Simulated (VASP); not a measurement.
# GaN (P6_3mc) in VASP: settings compared

GaN is run at these levels: LDA, PBEsol; tasks: vibrations by perturbation theory, dielectric tensor.

Everything below comes from runs of VASP 6.6.1. Logs are shortened: lines on timing, memory, paths and dates and some standing lists are left out, and cuts for length are marked.

## (1) The cell of the first run

The structure is hexagonal, space group P6_3mc (No. 186). Conventional cell: a = 3.180 Å, b = 3.180 Å, c = 5.166 Å, α = 90.00°, β = 90.00°, γ = 120.00°. Ga (site symmetry 3m) has 4 N at 1.94 to 1.95 Å within 2.6 Å. Within 2.6 Å of N (site symmetry 3m) lie 4 Ga at 1.94 to 1.95 Å.

## (2) Vibrations by perturbation theory, LDA

INCAR reads:

```
ALGO     = Normal         # electronic algorithm
EDIFF    = 1E-8           # SCF threshold, eV
ENCUT    = 520            # plane-wave cutoff, eV
GGA      = CA             # functional
IBRION   = 8              # ionic algorithm
ISIF     = 2              # what is computed and relaxed
ISMEAR   = 0              # smearing method
LASPH    = T              # aspherical terms in the spheres
LCHARG   = T              # write CHGCAR
LEPSILON = T              # dielectric tensor by DFPT
LREAL    = F              # projectors in reciprocal space
LWAVE    = F              # write WAVECAR
NBANDS   = 26             # bands
NELM     = 80             # most SCF steps
NSW      = 1              # ionic steps
PREC     = Accurate       # precision mode
SIGMA    = 0.01           # smearing width, eV
```

KPOINTS reads:

```
k-points
0
Gamma
  7 7 4
```

POSCAR reads:

```
GaN
1.0
    3.1800000000      0.0000000000      0.0000000000
   -1.5900000000      2.7539607840      0.0000000000
    0.0000000000      0.0000000000      5.1660000000
Ga N
2 2
Direct
    0.6666666667      0.3333333333      0.5000000000
    0.3333333333      0.6666666667      0.0000000000
    0.6666666667      0.3333333333      0.8750000000
    0.3333333333      0.6666666667      0.3750000000
```

Potentials or basis: VASP PAW LDA potentials, release 64 (Ga_d, N).

Command:

```sh
$ cat potpaw_LDA.64/Ga_d/POTCAR potpaw_LDA.64/N/POTCAR > POTCAR
$ mpirun -np 1 vasp_std > vasp.out
```

OUTCAR:

```text
EDIFF = 1E-8
   ENCUT = 520
   GGA = CA
   IBRION = 8
   ISIF = 2
   ISMEAR = 0
   LASPH = T
   LEPSILON = T
   LREAL = F
   NELM = 80
   NSW = 1
   PREC = Accurate

 ion  position               nearest neighbor table
   1  0.667  0.333  0.500-   3 1.94   4 1.95   4 1.95   4 1.95
   2  0.333  0.667  0.000-   4 1.94   3 1.95   3 1.95   3 1.95
   3  0.667  0.333  0.875-   1 1.94   2 1.95   2 1.95   2 1.95
   4  0.333  0.667  0.375-   2 1.94   1 1.95   1 1.95   1 1.95

  LATTYP: Found a hexagonal cell.
 ALAT       =     3.1800000000
 C/A-ratio  =     1.6245283019

  Lattice vectors:

 A1 = (   3.1800000000,   0.0000000000,   0.0000000000)
 A2 = (  -1.5900000000,   2.7539607840,   0.0000000000)
 A3 = (   0.0000000000,   0.0000000000,   5.1660000000)

Analysis of symmetry for initial positions (statically):
=====================================================================
 Subroutine PRICEL returns:
 Original cell was already a primitive cell.

 Routine SETGRP: Setting up the symmetry group for a
 hexagonal supercell.

 Subroutine GETGRP returns: Found 12 space group operations
 (whereof  6 operations were pure point group operations)
 out of a pool of 24 trial point group operations.

The static configuration has the point symmetry C_3v.
 The point group associated with its full space group is C_6v.

Analysis of symmetry for dynamics (positions and initial velocities):
=====================================================================
 Subroutine PRICEL returns:
 Original cell was already a primitive cell.

 Routine SETGRP: Setting up the symmetry group for a
 hexagonal supercell.

 Subroutine GETGRP returns: Found 12 space group operations
 (whereof  6 operations were pure point group operations)
 out of a pool of 24 trial point group operations.

The dynamic configuration has the point symmetry C_3v.
 The point group associated with its full space group is C_6v.

 Subroutine INISYM returns: Found 12 space group operations
 (whereof  6 operations are pure point group operations),
 and found     1 'primitive' translations

----------------------------------------------------------------------------------------

                                     Primitive cell

  volume of cell :      45.2417

  direct lattice vectors                    reciprocal lattice vectors
     3.180000000  0.000000000  0.000000000     0.314465409  0.181556688  0.000000000
    -1.590000000  2.753960784  0.000000000     0.000000000  0.363113377  0.000000000
     0.000000000  0.000000000  5.166000000     0.000000000  0.000000000  0.193573364

  length of vectors
     3.180000000  3.180000000  5.166000000     0.363113377  0.363113377  0.193573364

  position of ions in fractional coordinates (direct lattice)
     0.666666667  0.333333333  0.500000000
     0.333333333  0.666666667  0.000000000
     0.666666667  0.333333333  0.875000000
     0.333333333  0.666666667  0.375000000

  ion indices of the primitive-cell ions
   primitive index   ion index
                 1           1
                 2           2
                 3           3
                 4           4

----------------------------------------------------------------------------------------

 KPOINTS: k-points

Automatic generation of k-mesh.
 Grid dimensions read from file:
 generate k-points for:    7    7    4

 Generating k-lattice:

[... 853 lines left out ...]

--------------------------------------- Ionic step        2  -------------------------------------------

------------------------ aborting loop because EDIFF is reached ----------------------------------------

--------------------------------------- Ionic step        3  -------------------------------------------

------------------------ aborting loop because EDIFF is reached ----------------------------------------

 PIEZOELECTRIC TENSOR FIELD DIRECTION 3  (e Angst)
 -----------------------------------------------------------------------------
     1.41768  0.00000 -0.00000           (  0.12295  0.00000  0.00000)
     0.00000  1.41768  0.00000           (  0.00000  0.12295  0.00000)
     0.00000  0.00000 -2.83771           (  0.00000  0.00000 -0.26278)

 PIEZOELECTRIC TENSOR FIELD DIRECTION 3  (C/m^2)
 -----------------------------------------------------------------------------
     0.50205  0.00000 -0.00000
     0.00000  0.50205  0.00000
     0.00000  0.00000 -1.00494

[... ionic steps 4 to 9 ...]

--------------------------------------- Ionic step       10  -------------------------------------------

------------------------ aborting loop because EDIFF is reached ----------------------------------------

[... ionic steps 11 to 11 ...]

--------------------------------------- Ionic step       12  -------------------------------------------

 Free energy of the ion-electron system (eV)
  ---------------------------------------------------
  ---------------------------------------------------
  free energy    TOTEN  =        -0.24403008 eV

  energy without entropy =       -0.24403008

------------------------ aborting loop because EDIFF is reached ----------------------------------------

 INTERNAL STRAIN TENSOR  FOR ION    3  DIRECTION 3   (eV/Angst):
 -----------------------------------------------------------------------------
     5.01810  0.00000  0.00000
     0.00000  5.01810  0.00000
     0.00000  0.00000-10.71242

 MACROSCOPIC STATIC DIELECTRIC TENSOR (including local field effects in DFT)
 ------------------------------------------------------
           5.943573     0.000000    -0.000000
           0.000000     5.943573     0.000000
          -0.000000     0.000000     5.999134
 ------------------------------------------------------

 PIEZOELECTRIC TENSOR (including local field effects)  for field in x, y, z        (e  Angst)
          XX          YY          ZZ          XY          YZ          ZX
  --------------------------------------------------------------------------------
  x     0.00000    -0.00000     0.00000     0.00000     0.00000     1.58431
  y    -0.00000    -0.00000     0.00000     0.00000     1.58430     0.00000
  z     1.41768     1.41768    -2.83771     0.00000     0.00000     0.00000

 PIEZOELECTRIC TENSOR (including local field effects)  for field in x, y, z        (C/m^2)
          XX          YY          ZZ          XY          YZ          ZX
  --------------------------------------------------------------------------------
  x     0.00000    -0.00000     0.00000     0.00000     0.00000     0.56106
  y    -0.00000    -0.00000     0.00000     0.00000     0.56106     0.00000
  z     0.50205     0.50205    -1.00494     0.00000     0.00000     0.00000

 BORN EFFECTIVE CHARGES (including local field effects) (in |e|, cummulative output)
 ---------------------------------------------------------------------------------
 ion    1
    1     2.60221     0.00000     0.00000
    2     0.00000     2.60221     0.00000
    3     0.00000     0.00000     2.72350
 ion    2
    1     2.60221     0.00000     0.00000
    2     0.00000     2.60221     0.00000
    3     0.00000     0.00000     2.72350
 ion    3
    1    -2.60221     0.00000     0.00000
    2     0.00000    -2.60221     0.00000
    3     0.00000     0.00000    -2.72350
 ion    4
    1    -2.60221     0.00000     0.00000
    2     0.00000    -2.60221     0.00000
    3     0.00000    -0.00000    -2.72350

 INTERNAL STRAIN TENSOR FOR ION    4 for displacements in x,y,z  (eV/Angst):
          X           Y           Z          XY          YZ          ZX
  --------------------------------------------------------------------------------
  x    -0.00000     0.00000     0.00000    -8.78938    -0.00000     4.95818
  y    -8.78938     8.78938     0.00000     0.00000     5.36010    -0.00000
  z     5.01810     5.01810   -10.71242     0.00000    -0.00000     0.00000

 SECOND DERIVATIVES (NOT SYMMETRIZED)
 ------------------------------------
               1X          1Y          1Z          2X          2Y          2Z          3X          3Y          3Z          4X          4Y          4Z
  1X   -12.904592   -0.000000    0.000000    0.423980    0.000000    0.000000    1.075768    0.000000    0.000000   11.404844    0.000000   -0.000000
  1Y     0.000000  -12.904592    0.000000    0.000000    0.423980    0.000000    0.000000    1.075768    0.000000   -0.000000   11.404844    0.000000
  1Z     0.000000   -0.000000  -20.772795    0.000000   -0.000000    8.286684    0.000000    0.000000    7.451041    0.000000    0.000000    5.035070
  2X     0.423980    0.000000    0.000000  -12.904592   -0.000000    0.000000   11.404844    0.000000    0.000000    1.075768    0.000000   -0.000000
  2Y    -0.000000    0.423980    0.000000    0.000000  -12.904592   -0.000000    0.000000   11.404844    0.000000    0.000000    1.075768    0.000000
  2Z     0.000000    0.000000    8.286684    0.000000    0.000000  -20.772795    0.000000   -0.000000    5.035070    0.000000    0.000000    7.451041
  3X     1.071103    0.000000   -0.000000   11.398485    0.000000    0.000000  -13.106429   -0.000000    0.000000    0.636840    0.000000    0.000000
  3Y     0.000000    1.071103    0.000000    0.000000   11.398485    0.000000    0.000000  -13.106429    0.000000   -0.000000    0.636840    0.000000
  3Z     0.000000   -0.000000    7.420698    0.000000    0.000000    5.070890    0.000000   -0.000000  -18.584226    0.000000   -0.000000    6.092638
  4X    11.398485   -0.000000   -0.000000    1.071103    0.000000    0.000000    0.636840    0.000000    0.000000  -13.106429    0.000000    0.000000
  4Y     0.000000   11.398485    0.000000    0.000000    1.071103    0.000000    0.000000    0.636840    0.000000    0.000000  -13.106429   -0.000000
  4Z    -0.000000   -0.000000    5.070890    0.000000    0.000000    7.420698    0.000000    0.000000    6.092638    0.000000    0.000000  -18.584226

 Eigenvectors and eigenvalues of the dynamical matrix
 ----------------------------------------------------

   1 f  =   20.780039 THz   130.564836 2PiTHz  693.147492 cm-1    85.939297 meV
             X         Y         Z           dx          dy          dz
      1.590000  0.917987  2.583000     0.000000   -0.000000    0.039883
     -0.000000  1.835974  0.000000     0.000000   -0.000000   -0.039883
      1.590000  0.917987  4.520250     0.000000   -0.000000   -0.705981
     -0.000000  1.835974  1.937250    -0.000000    0.000000    0.705981
[... 71 lines left out ...]
  12 f/i=    0.002667 THz     0.016755 2PiTHz    0.088951 cm-1     0.011029 meV
             X         Y         Z           dx          dy          dz
      1.590000  0.917987  2.583000    -0.596897    0.245028   -0.000000
     -0.000000  1.835974  0.000000    -0.596897    0.245028   -0.000000
      1.590000  0.917987  4.520250    -0.267598    0.109850   -0.000000
     -0.000000  1.835974  1.937250    -0.267598    0.109850   -0.000000

--------------------------------------------------------------------------------------------------------

 MACROSCOPIC STATIC DIELECTRIC TENSOR IONIC CONTRIBUTION
 ------------------------------------------------------
           4.342077    -0.000000    -0.000000
          -0.000000     4.342077    -0.000000
          -0.000000    -0.000000     4.751035
 ------------------------------------------------------

 ELASTIC MODULI CONTR FROM IONIC RELAXATION (kBar)
 Direction    XX          YY          ZZ          XY          YZ          ZX
 --------------------------------------------------------------------------------
 XX        -542.8175    256.8606    305.2751     -0.0000      0.0000      0.0000
 YY         256.8606   -542.8175    305.2751      0.0000     -0.0000     -0.0000
 ZZ         305.2751    305.2751   -651.7968      0.0000     -0.0000     -0.0000
 XY          -0.0000      0.0000      0.0000   -399.8390     -0.0000     -0.0000
 YZ          -0.0000      0.0000     -0.0000     -0.0000   -137.7804      0.0000
 ZX           0.0000     -0.0000     -0.0000     -0.0000      0.0000   -145.9307
 --------------------------------------------------------------------------------

 PIEZOELECTRIC TENSOR IONIC CONTR  for field in x, y, z        (C/m^2)
          XX          YY          ZZ          XY          YZ          ZX
  --------------------------------------------------------------------------------
  x     0.00000    -0.00000    -0.00000     0.00000     0.00000    -0.74902
  y    -0.00000     0.00000    -0.00000    -0.00000    -0.72780     0.00000
  z    -0.77554    -0.77554     1.65586    -0.00000     0.00000     0.00000
```

It took 9.9 min on 1 thread of Intel Xeon Platinum 8259CL at 2.50GHz (Skylake/Cascade Lake), shared host; peak memory 0.4 GiB.

Results:

* Electronic dielectric tensor (diagonal): 5.94, 5.94, 6.00
* Born charges (mean of the diagonal): Ga +2.64; N -2.64 e
* Highest phonon frequency at Γ, LO-TO splitting left out: 693 cm⁻¹

Phonon frequencies in cm⁻¹ (negative: imaginary):
| q point | frequencies |
| --- | --- |
| (0.000, 0.000, 0.000) | 0 0 0 139 139 335 539 539 540 547 547 693 |

Electronic dielectric tensor:
```
5.94 0.00 0.00
0.00 5.94 0.00
0.00 0.00 6.00
```

Born effective charge tensors (e):
atom 1, Ga
```
2.60 0.00 0.00
0.00 2.60 0.00
0.00 0.00 2.72
```
atom 2, Ga
```
2.60 0.00 0.00
0.00 2.60 0.00
0.00 0.00 2.72
```
atom 3, N
```
-2.60  0.00  0.00
 0.00 -2.60  0.00
 0.00  0.00 -2.72
```
atom 4, N
```
-2.60  0.00  0.00
 0.00 -2.60  0.00
 0.00  0.00 -2.72
```

Caveat: the cell stands under pressure or tension, which shifts response properties.

## (3) Dielectric tensor, PBEsol

INCAR reads:

```
PREC = Accurate
ENCUT = 520
EDIFF = 1E-8
ISMEAR = 0
SIGMA = 0.01
LREAL = False
LASPH = True
NELM = 100
ALGO = Normal
ISIF = 2
LWAVE = False
LCHARG = False
GGA = PS
LEPSILON = True
```

KPOINTS reads:

```
regular mesh
0
Gamma
  10 10 5
```

POSCAR is that of step 2.

Potentials or basis: VASP PAW PBE potentials, release 64 (Ga_d, N).

Command:

```sh
$ cat potpaw_PBE.64/Ga_d/POTCAR potpaw_PBE.64/N/POTCAR > POTCAR
$ mpirun -np 1 vasp_std > vasp.out
```

OUTCAR:

```text
PREC = Accurate
   ENCUT = 520
   EDIFF = 1E-8
   ISMEAR = 0
   LREAL = False
   LASPH = True
   NELM = 100
   ISIF = 2
   GGA = PS
   LEPSILON = True

 ion  position               nearest neighbor table
   1  0.667  0.333  0.500-   3 1.94   4 1.95   4 1.95   4 1.95
   2  0.333  0.667  0.000-   4 1.94   3 1.95   3 1.95   3 1.95
   3  0.667  0.333  0.875-   1 1.94   2 1.95   2 1.95   2 1.95
   4  0.333  0.667  0.375-   2 1.94   1 1.95   1 1.95   1 1.95

  LATTYP: Found a hexagonal cell.
 ALAT       =     3.1800000000
 C/A-ratio  =     1.6245283019

  Lattice vectors:

 A1 = (   3.1800000000,   0.0000000000,   0.0000000000)
 A2 = (  -1.5900000000,   2.7539607840,   0.0000000000)
 A3 = (   0.0000000000,   0.0000000000,   5.1660000000)

Analysis of symmetry for initial positions (statically):
=====================================================================
 Subroutine PRICEL returns:
 Original cell was already a primitive cell.

 Routine SETGRP: Setting up the symmetry group for a
 hexagonal supercell.

 Subroutine GETGRP returns: Found 12 space group operations
[... 832 lines left out ...]
  free energy    TOTEN  =        -0.66067028 eV

  energy without entropy =       -0.66067028

------------------------ aborting loop because EDIFF is reached ----------------------------------------

 PIEZOELECTRIC TENSOR FIELD DIRECTION 3  (e Angst)
 -----------------------------------------------------------------------------
     1.40927  0.00000  0.00000           (  0.11279  0.00000  0.00000)
     0.00000  1.40927 -0.00000           (  0.00000  0.11279 -0.00000)
    -0.00000 -0.00000 -2.82483           (  0.00000 -0.00000 -0.24275)

 PIEZOELECTRIC TENSOR FIELD DIRECTION 3  (C/m^2)
 -----------------------------------------------------------------------------
     0.49908  0.00000  0.00000
     0.00000  0.49908 -0.00000
    -0.00000 -0.00000 -1.00038

 MACROSCOPIC STATIC DIELECTRIC TENSOR (including local field effects in DFT)
 ------------------------------------------------------
           5.804946    -0.000000     0.000000
           0.000000     5.804946     0.000000
           0.000000     0.000000     5.959372
 ------------------------------------------------------

 PIEZOELECTRIC TENSOR (including local field effects)  for field in x, y, z        (e  Angst)
          XX          YY          ZZ          XY          YZ          ZX
  --------------------------------------------------------------------------------
  x    -0.00000     0.00000     0.00000    -0.00000     0.00000     1.57051
  y    -0.00000    -0.00000     0.00000    -0.00000     1.57051     0.00000
  z     1.40927     1.40927    -2.82483     0.00000     0.00000     0.00000

 PIEZOELECTRIC TENSOR (including local field effects)  for field in x, y, z        (C/m^2)
          XX          YY          ZZ          XY          YZ          ZX
  --------------------------------------------------------------------------------
  x    -0.00000     0.00000     0.00000    -0.00000     0.00000     0.55617
  y    -0.00000    -0.00000     0.00000    -0.00000     0.55618     0.00000
  z     0.49908     0.49908    -1.00038     0.00000     0.00000     0.00000

 BORN EFFECTIVE CHARGES (including local field effects) (in |e|, cummulative output)
 ---------------------------------------------------------------------------------
 ion    1
    1     2.60219     0.00000     0.00000
    2     0.00000     2.60219    -0.00000
    3    -0.00000     0.00000     2.73364
 ion    2
    1     2.60219     0.00000     0.00000
    2     0.00000     2.60219     0.00000
    3     0.00000    -0.00000     2.73364
 ion    3
    1    -2.60219     0.00000     0.00000
    2     0.00000    -2.60219     0.00000
    3     0.00000    -0.00000    -2.73364
 ion    4
    1    -2.60219     0.00000     0.00000
    2     0.00000    -2.60219     0.00000
    3     0.00000     0.00000    -2.73364
```

OSZICAR:

```text
N       E                     dE             d eps       ncg     rms          rms(c)
DAV:   1     0.282372026304E+03    0.28237E+03   -0.18336E+04  1894   0.304E+03
DAV:   2     0.743498376019E+01   -0.27494E+03   -0.26625E+03  2034   0.539E+02
DAV:   3    -0.283549047938E+02   -0.35790E+02   -0.35486E+02  2148   0.158E+02
[... 12 lines left out ...]
RMM:   8    -0.660619051083E+00   -0.12030E-03   -0.20426E-05  3599   0.103E-02    0.960E-04
RMM:   9    -0.660662766310E+00   -0.43715E-04   -0.50623E-06  3377   0.394E-03    0.580E-04
RMM:  10    -0.660671894529E+00   -0.91282E-05   -0.33945E-06  3649   0.159E-03    0.954E-05
RMM:  11    -0.660669424541E+00    0.24700E-05   -0.98783E-07  3691   0.513E-04    0.624E-05
RMM:  12    -0.660670444368E+00   -0.10198E-05   -0.37613E-07  3078   0.182E-04    0.229E-05
RMM:  13    -0.660670279496E+00    0.16487E-06   -0.75148E-08  1898   0.809E-05    0.834E-06
```

Wall time 9.8 min (1 thread of Intel Xeon Platinum 8259CL at 2.50GHz (Skylake/Cascade Lake), shared host); peak memory 0.43 GiB.

Results:

* Band gap on the k mesh: 1.93 eV
* Electronic dielectric tensor (diagonal): 5.80, 5.80, 5.96
* Born charges (mean of the diagonal): Ga +2.65; N -2.65 e

Levels at points of the mesh, in eV from the valence-band top:
| k point | band 14 | band 15 | band 16 | band 17 | band 18 | band 19 | band 20 | band 21 | band 22 |
| --- | --- | --- | --- | --- | --- | --- | --- | --- | --- |
| (0.00, 0.00, 0.00) | -1.08 | -1.08 | -0.06 | 0.00 | 0.00 | 1.93 | 4.23 | 9.16 | 9.82 |
| (0.50, 0.00, 0.00) | -5.34 | -4.33 | -2.82 | -2.31 | -1.00 | 4.94 | 5.54 | 5.97 | 8.62 |

Electronic dielectric tensor:
```
5.80 0.00 0.00
0.00 5.80 0.00
0.00 0.00 5.96
```

Born effective charge tensors (e):
atom 1, Ga
```
2.60 0.00 0.00
0.00 2.60 0.00
0.00 0.00 2.73
```
atom 2, Ga
```
2.60 0.00 0.00
0.00 2.60 0.00
0.00 0.00 2.73
```
atom 3, N
```
-2.60  0.00  0.00
 0.00 -2.60  0.00
 0.00  0.00 -2.73
```
atom 4, N
```
-2.60  0.00  0.00
 0.00 -2.60  0.00
 0.00  0.00 -2.73
```
